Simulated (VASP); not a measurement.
Wanted: the native input for a VASP 6.6.1 run.

```
Task                   : single point
Functional             : PBE
Potentials or basis    : VASP PAW PBE potentials, release 64 (Ga_d, Ir)
Cutoff                 : 520 eV
k mesh                 : 10 × 10 × 10
Occupations            : gaussian, width 0.1 eV
Spin                   : no spin polarisation
Dipole correction      : no
Further INCAR settings : ALGO = Normal; EDIFF = 1e-06; NBANDS = 38
```

The structure of Ga4Ir lies in POSCAR:

```
Ga4Ir
1.0
   -2.8948996948      2.8948996948      2.8948996948
    2.8948996948     -2.8948996948      2.8948996948
    2.8948996948      2.8948996948     -2.8948996948
Ga Ir
4 1
Direct
    0.0000000000      0.0000000000      0.5000000000
    0.5000000000      0.0000000000      0.0000000000
    0.5000000000      0.5000000000      0.5000000000
    0.0000000000      0.5000000000      0.0000000000
    0.0000000000      0.0000000000      0.0000000000
```

The cell was built from a structure type or drawn by symmetry, and may not be a known phase.

These files were run (other wordings do the same):

INCAR

```
SYSTEM = Ga4Ir
PREC     = Accurate       ! precision mode
ENCUT    = 520            ! plane-wave cutoff, eV
EDIFF    = 1E-6           ! SCF threshold, eV
ISMEAR   = 0              ! smearing method
SIGMA    = 0.1            ! smearing width, eV
LREAL    = .FALSE.        ! projectors in reciprocal space
LASPH    = .TRUE.         ! aspherical terms in the spheres
NELM     = 100            ! most SCF steps
ALGO     = Normal         ! electronic algorithm
ISIF     = 2              ! what is computed and relaxed
LWAVE    = .FALSE.        ! write WAVECAR
LCHARG   = .FALSE.        ! write CHGCAR
GGA      = PE             ! functional
NBANDS   = 38             ! bands
```

KPOINTS

```
Automatic mesh
0
G
  10 10 10
  0 0 0
```

Potentials or basis: VASP PAW PBE potentials, release 64 (Ga_d, Ir).

Launch:

```sh
$ cat potpaw_PBE.64/Ga_d/POTCAR potpaw_PBE.64/Ir/POTCAR > POTCAR
$ mpirun -np 1 vasp_std > vasp.out
```

Results of the run:

| Quantity | Value |
| --- | --- |
| Pressure | 0.2 GPa |
| Band gap on the k mesh | zero (an odd number of electrons rules out a gap without spin polarisation) |

Caveat: spin-orbit coupling is left out, which moves the levels of the heavy elements.

Wall time 82 s on 1 thread of Intel(R) Xeon(R) 6975P-C (Granite Rapids) (shared host), peak memory 0.32 GiB.
